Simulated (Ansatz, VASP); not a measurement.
One calculation of Ta, two programs

```xyz
1
Lattice="-1.6534 1.6534 1.6534 1.6534 -1.6534 1.6534 1.6534 1.6534 -1.6534" Properties=species:S:1:pos:R:3 pbc="T T T"
Ta    0.0000    0.0000    0.0000
```

Alike in both runs: task single point; functional r2SCAN; k mesh 13 × 13 × 13; occupations gaussian, width 0.2 eV; no spin polarisation.

```csv
,VASP,Ansatz
version,VASP 6.6.1,Ansatz 0.2.0
potentials or method,"VASP PAW PBE potentials, release 64 (Ta_pv), cutoff 520 eV","plane waves (500 eV) with PAW, scalar-relativistic"
valence electrons in the cell,11,13
```

VASP gave:

| Item | Value |
| --- | --- |
| pressure (GPa) | 0.6 |

Problem. Estimate Ansatz's values.

Solution. Pressure (GPa): 0.0.

VASP's potentials were made for PBE, not for r2SCAN. The functional is the same, so the differences come from potentials, cutoffs and numerics. VASP's potentials hold 11 valence electrons a cell and Ansatz's 13, so a difference there can come from the potentials and not from the codes.

Spin-orbit coupling is off throughout.
